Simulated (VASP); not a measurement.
LiF, 2 atoms in the cell. It takes space group Pm-3m (No. 221, cubic). Conventional cell: a = 2.429 Å, b = 2.429 Å, c = 2.429 Å, α = 90.00°, β = 90.00°, γ = 90.00°. Li (site symmetry m-3m) has 8 F at 2.10 Å and 6 Li at 2.43 Å within 2.8 Å. F (site symmetry m-3m) has 8 Li at 2.10 Å and 6 F at 2.43 Å within 2.8 Å.  This cell differs from its parent crystal: volume changed by -10%.

| Item | Value |
| --- | --- |
| Program | VASP 6.6.1 |
| Task | single point |
| Functional | PBE |
| Potentials or basis | VASP PAW PBE potentials, release 64 (Li_sv, F) |
| Cutoff | 750 eV |
| k mesh | 6 × 6 × 6 |
| Occupations | gaussian, width 0.01 eV |
| Spin | no spin polarisation |
| Dipole correction | no |
| Further INCAR settings | ALGO = Normal; EDIFF = 1e-06; NBANDS = 12 |

Potentials or basis: VASP PAW PBE potentials, release 64 (Li_sv, F).

Run with:

```console
$ cat potpaw_PBE.64/Li_sv/POTCAR potpaw_PBE.64/F/POTCAR > POTCAR
$ mpirun -np 1 vasp_std > vasp.out
```

Hardware: 1 thread of Intel(R) Xeon(R) 6975P-C (Granite Rapids), with other jobs on the host.

Q: How long does it take, and how much memory?

A: Wall time 2.1 s on 1 thread of Intel(R) Xeon(R) 6975P-C (Granite Rapids), with other jobs on the host, peak memory 0.13 GiB. Counts: scf iterations 11, k points 20.
